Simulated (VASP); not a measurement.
# Fe (Im-3m) in VASP: single point with PBE

Aim: the single point of Fe with PBE.

All numbers are computed with VASP 6.6.1; they aren't measurements. Logs are shortened: lines on timing, memory, paths and dates and some standing lists are left out, and cuts for length are marked.

**1. The cell of the first run**

Symmetry: Im-3m, No. 229, cubic system. Conventional cell: a = 2.929 Å, b = 2.929 Å, c = 2.929 Å, α = 90.00°, β = 90.00°, γ = 90.00°. Within 3.3 Å of Fe (site symmetry m-3m) lie 14 Fe at 2.54 to 2.93 Å.

**2. Single point, PBE, non-collinear spin, typed start, spin-orbit coupling**

INCAR reads:

```
  PREC = Accurate
  ENCUT = 520
  EDIFF = 1E-6
  ISMEAR = 0
  SIGMA = 0.1
  LREAL = F
  LASPH = T
  NELM = 150
  ALGO = Normal
  ISIF = 2
  LWAVE = F
  LCHARG = F
  MAGMOM = 0 0 2.2
  LORBIT = 11
  LSORBIT = T
  GGA_COMPAT = F
  LORBMOM = T
  LMAXMIX = 4
  GGA = PE
  NBANDS = 19
```

KPOINTS reads:

```
Automatic mesh
0
Gamma
  5 5 5
```

POSCAR reads:

```
Fe
1.0
   -1.4645000000      1.4645000000      1.4645000000
    1.4645000000     -1.4645000000      1.4645000000
    1.4645000000      1.4645000000     -1.4645000000
Fe
1
Direct
    0.0000000000      0.0000000000      0.0000000000
```

Potentials or basis: VASP PAW PBE potentials, release 64 (Fe).

Started as:

```bash
$ cat potpaw_PBE.64/Fe/POTCAR > POTCAR
$ mpirun -np 1 vasp_ncl > vasp.out
```

OUTCAR:

```text
PREC = Accurate
   ENCUT = 520
   EDIFF = 1E-6
   ISMEAR = 0
   LREAL = F
   LASPH = T
   NELM = 150
   ISIF = 2
   LORBIT = 11
   LSORBIT = T
   GGA = PE

 ion  position               nearest neighbor table
   1  0.000  0.000  0.000-

  LATTYP: Found a body centered cubic cell.
 ALAT       =     2.9290000000

  Lattice vectors:

 A1 = (  -1.4645000000,   1.4645000000,   1.4645000000)
 A2 = (   1.4645000000,  -1.4645000000,   1.4645000000)
 A3 = (   1.4645000000,   1.4645000000,  -1.4645000000)

Analysis of symmetry for initial positions (statically):
=====================================================================
 Subroutine PRICEL returns:
 Original cell was already a primitive cell.

 Routine SETGRP: Setting up the symmetry group for a
 body centered cubic supercell.

 Subroutine GETGRP returns: Found 48 space group operations
 (whereof 48 operations were pure point group operations)
 out of a pool of 48 trial point group operations.

The static configuration has the point symmetry O_h .

Analysis of symmetry for dynamics (positions and initial velocities):
=====================================================================
 Subroutine PRICEL returns:
 Original cell was already a primitive cell.

 Routine SETGRP: Setting up the symmetry group for a
 body centered cubic supercell.

 Subroutine GETGRP returns: Found 48 space group operations
 (whereof 48 operations were pure point group operations)
 out of a pool of 48 trial point group operations.

The dynamic configuration has the point symmetry O_h .

Analysis of structural, dynamic, and magnetic symmetry:
=====================================================================
 Subroutine PRICEL returns:
 Original cell was already a primitive cell.

 Routine SETGRP: Setting up the symmetry group for a
 body centered cubic supercell.

 Subroutine GETGRP returns: Found  8 space group operations
 (whereof  8 operations were pure point group operations)
 out of a pool of 48 trial point group operations.

The overall configuration has the point symmetry C_4h.

 Subroutine INISYM returns: Found  8 space group operations
 (whereof  8 operations are pure point group operations),
 and found     1 'primitive' translations

----------------------------------------------------------------------------------------

                                     Primitive cell

  volume of cell :      12.5640

  direct lattice vectors                    reciprocal lattice vectors
    -1.464500000  1.464500000  1.464500000     0.000000000  0.341413452  0.341413452
     1.464500000 -1.464500000  1.464500000     0.341413452  0.000000000  0.341413452
     1.464500000  1.464500000 -1.464500000     0.341413452  0.341413452  0.000000000

  length of vectors
     2.536588408  2.536588408  2.536588408     0.482831534  0.482831534  0.482831534

  position of ions in fractional coordinates (direct lattice)
     0.000000000  0.000000000  0.000000000

  ion indices of the primitive-cell ions
   primitive index   ion index
                 1           1

----------------------------------------------------------------------------------------

 KPOINTS: Automatic mesh

Automatic generation of k-mesh.
 Grid dimensions read from file:
 generate k-points for:    5    5    5

 Generating k-lattice:

  Cartesian coordinates                     Fractional coordinates (reciprocal lattice)
     0.000000000  0.068282690  0.068282690     0.200000000  0.000000000  0.000000000
     0.068282690  0.000000000  0.068282690     0.000000000  0.200000000  0.000000000
     0.068282690  0.068282690  0.000000000     0.000000000  0.000000000  0.200000000

  Length of vectors
     0.096566307  0.096566307  0.096566307

  Shift w.r.t. Gamma in fractional coordinates (k-lattice)
[... 42 lines left out ...]
   ISPIN  =      1    spin polarized calculation?
   LNONCOLLINEAR =      T non collinear calculations
   LSORBIT =      T    spin-orbit coupling
   LASPH  =      T    aspherical Exc in radial PAW
   ENCUT  =  520.0 eV  38.22 Ry    6.18 a.u.   4.72  4.72  4.72*2*pi/ulx,y,z
   NELM   =    150;   NELMIN=  2; NELMDL= -5     # of ELM steps
   EDIFF  = 0.1E-05   stopping-criterion for ELM
   LREAL  =      F    real-space projection
   EDIFFG = 0.1E-04   stopping-criterion for IOM
   NSW    =      0    number of steps for IOM
   IBRION =     -1    ionic relax: 0-MD 1-quasi-New 2-CG
   NFREE  =      0    steps in history (QN), initial steepest desc. (CG)
   ISIF   =      2    stress and relaxation
   ISYM   =      2    0-nonsym 1-usesym 2-fastsym
   POTIM  = 0.5000    time-step for ionic-motion
   TEBEG  =    0.0;   TEEND  =   0.0 temperature during run
   PSTRESS=    0.0 pullay stress
   NELECT =       8.0000    total number of electrons
   NUPDOWN=      -1.0000    fix difference up-down
   EMIN   =  10.00;   EMAX   =-10.00  energy-range for DOS
   EFERMI =   0.00;   METHOD = LEGACY
   ISMEAR =     0;   SIGMA  =   0.10  broadening in eV -4-tet -1-fermi 0-gaus
   EFERMI_NEDOS =   21; number of points for ismear=-14 and -15
   IALGO  =     38    algorithm
   IMIX   =      4    mixing-type and parameters
     AMIX     =   0.40;   BMIX     =  1.00
     AMIX_MAG =   1.60;   BMIX_MAG =  1.00
  volume/ion in A,a.u.               =      12.56        84.79
  Fermi-wavevector in a.u.,A,eV,Ry     =   1.408409  2.661507 26.988732  1.983616
  Thomas-Fermi vector in A             =   2.530570
   LORBIT       =     11    0 simple, 1 ext, 2 COOP (PROOUT), +10 PAW based schemes
   GGA     = PE    functional components
   LHFCALC =     F    Hartree Fock is set to
   AEXX    =    0.0000 exact exchange contribution
   IVDW    =     0    specifies the selected vdW correction
   LEPSILON=     F    determine dielectric tensor
   LRPA    =     F    only Hartree local field effects (RPA)
 Gauss-broadening in eV      SIGMA  =   0.10
  energy-cutoff  :      520.00
  volume of cell :       12.56
 maximum number of plane-waves:       690
   NGX =  9   NGY =  9   NGZ =  9

 number of electron       7.9999998 magnetization      -0.0000000     -0.0000000      2.4696466

 number of electron       7.9999998 magnetization       0.0000000      0.0000000      2.4706820

 number of electron       7.9999998 magnetization      -0.0000000      0.0000000      2.4705441

 Free energy of the ion-electron system (eV)
  ---------------------------------------------------
  ext. energy  EPLUGINS =         0.00000000
  ---------------------------------------------------
  free energy    TOTEN  =        -8.13422615 eV

  energy without entropy =       -8.12691197  energy(sigma->0) =       -8.13056906

 E-fermi :   4.8105     XC(G=0): -12.5504

 val. band max:        4.7234206318   @ k =   0.4000   0.2000  -0.4000
 cond. band min:       4.8298442096   @ k =   0.0000   0.0000   0.0000
 fundamental gap:      0.1064235778
 Fermi energy:         4.8105450043

 k-point     1 :       0.0000    0.0000    0.0000
  band No.  band energies     occupation
      1      -3.0213      1.00000
      2      -2.8459      1.00000
      3       2.6438      1.00000
      4       2.6700      1.00000
      5       2.7023      1.00000
      6       3.7095      1.00000
[... 439 lines left out ...]
      6       4.2776      1.00000
[... 11 lines left out ...]
     18      20.7300      0.00000
     19      21.2597      0.00000

------------------------ aborting loop because EDIFF is reached ----------------------------------------

  FORCE on cell =-STRESS in cart. coord.  units (eV):
  Direction    XX          YY          ZZ          XY          YZ          ZX
  --------------------------------------------------------------------------------------
  -------------------------------------------------------------------------------------
  Total       -0.9262461     -0.9262461     -0.9241704     -0.0000009      0.0000000      0.0000000
  in kB     -118.1160303   -118.1160303   -117.8513367     -0.0001159      0.0000000      0.0000000
  external PRESSURE =    -118.0277991 kB  Pullay stress =       0.0000000 kB

 VOLUME and BASIS-vectors are now :
 -----------------------------------------------------------------------------
  energy-cutoff  :      520.00
  volume of cell :       12.56
      direct lattice vectors                 reciprocal lattice vectors
    -1.464500000  1.464500000  1.464500000     0.000000000  0.341413452  0.341413452
     1.464500000 -1.464500000  1.464500000     0.341413452  0.000000000  0.341413452
     1.464500000  1.464500000 -1.464500000     0.341413452  0.341413452  0.000000000

 POSITION                                       TOTAL-FORCE (eV/Angst)
 -----------------------------------------------------------------------------------
      0.00000      0.00000      0.00000        -0.000000     -0.000000      0.000000
 -----------------------------------------------------------------------------------
    total drift:                                0.000000     -0.000000      0.000000

  FREE ENERGIE OF THE ION-ELECTRON SYSTEM (eV)
  ---------------------------------------------------
  free  energy   TOTEN  =        -8.1342261548 eV

  energy  without entropy=       -8.1269119745  energy(sigma->0) =       -8.13056906

 orbital moment (x)

 # of ion     p       d       tot
 ----------------------------------------
  1         0.000   0.000   0.000
 ----------------------------------------
            0.000   0.000   0.000

 orbital moment (y)

 # of ion     p       d       tot
 ----------------------------------------
  1         0.000  -0.000  -0.000
 ----------------------------------------
            0.000  -0.000  -0.000

 orbital moment (z)

 # of ion     p       d       tot
 ----------------------------------------
  1         0.000   0.051   0.051
 ----------------------------------------
            0.000   0.051   0.051

 Spin-Orbit-Coupling matrix elements

 Ion:    1  E_soc:     -0.0133804
 l=   1
     0.0000000    -0.0003177    -0.0002746
    -0.0003177     0.0000000    -0.0003177
    -0.0002746    -0.0003177     0.0000000
 l=   2
     0.0000000    -0.0005095     0.0000000    -0.0005095    -0.0011500
    -0.0005095     0.0000000    -0.0011881    -0.0004406    -0.0003973
     0.0000000    -0.0011881     0.0000000    -0.0011881     0.0000000
    -0.0005095    -0.0004406    -0.0011881     0.0000000    -0.0003973
    -0.0011500    -0.0003973     0.0000000    -0.0003973     0.0000000
 l=   3
     0.0000000     0.0000000     0.0000000     0.0000000     0.0000000     0.0000000     0.0000000
     0.0000000     0.0000000     0.0000000     0.0000000     0.0000000     0.0000000     0.0000000
     0.0000000     0.0000000     0.0000000     0.0000000     0.0000000     0.0000000     0.0000000
     0.0000000     0.0000000     0.0000000     0.0000000     0.0000000     0.0000000     0.0000000
     0.0000000     0.0000000     0.0000000     0.0000000     0.0000000     0.0000000     0.0000000
     0.0000000     0.0000000     0.0000000     0.0000000     0.0000000     0.0000000     0.0000000
     0.0000000     0.0000000     0.0000000     0.0000000     0.0000000     0.0000000     0.0000000

 total charge

# of ion       s       p       d       tot
------------------------------------------
    1        0.447   0.461   6.172   7.079

 magnetization (x)

# of ion       s       p       d       tot
------------------------------------------
    1        0.000   0.000   0.000   0.000

 magnetization (y)

# of ion       s       p       d       tot
------------------------------------------
    1        0.000   0.000   0.000   0.000

 magnetization (z)

# of ion       s       p       d       tot
------------------------------------------
    1       -0.015  -0.039   2.528   2.474
```

Wall time 57 s (1 thread of AMD EPYC 7R13, shared host); peak memory 0.13 GiB.

What came out:

| Property | Result |
| --- | --- |
| Free energy | -8.1342 eV |
| Pressure | -11.8 GPa |
| Net moment | 2.47 μB per cell |
| Valence electrons inside the program's atomic spheres | Fe 7.08 |

Moments on the atoms (μB; x, y, z):
```
Fe  0.00 0.00 2.47
```

Caveat: the k points lie up to 0.61 Å⁻¹ apart.
